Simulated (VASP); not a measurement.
Runs of VASP 6.6.1 on OsSe. The structure is that of space group F-43m (No. 216), or close to it. The cells are those of the table. 

```tsv
spin	cell	gap on the mesh (eV)	pressure (GPa)	moment (μB)
collinear, ferromagnetic start	a = 3.815 Å, angles 60.0°, 2 atoms	none	7.8	0.12
off	a = 3.868 Å, angles 60.0°, 2 atoms	none	0.6	-
collinear, ferromagnetic start	a = 3.842 Å, angles 60.0°, 2 atoms	none	(a)	0.12
collinear, ferromagnetic start	a = 3.868 Å, angles 60.0°, 2 atoms	none	0.6	0.13
```

Alike in all rows: task single point; level r2SCAN; potentials or basis VASP PAW PBE potentials, release 64 (Os, Se); k mesh 10 × 10 × 10; cutoff (eV) 520; smearing gaussian 0.05 eV.

Problem. Fill in the values left out.

Solution. (a) 4.0.

Caveats: the PAW data sets were made with another functional, which shifts forces and pressure a little; spin-orbit coupling is left out, which moves the levels of the heavy elements.

A k mesh can miss the band edges, and the runs leave out spin-orbit coupling on Os, Se.

A gap of «none» marks levels without a gap at the run's occupations.
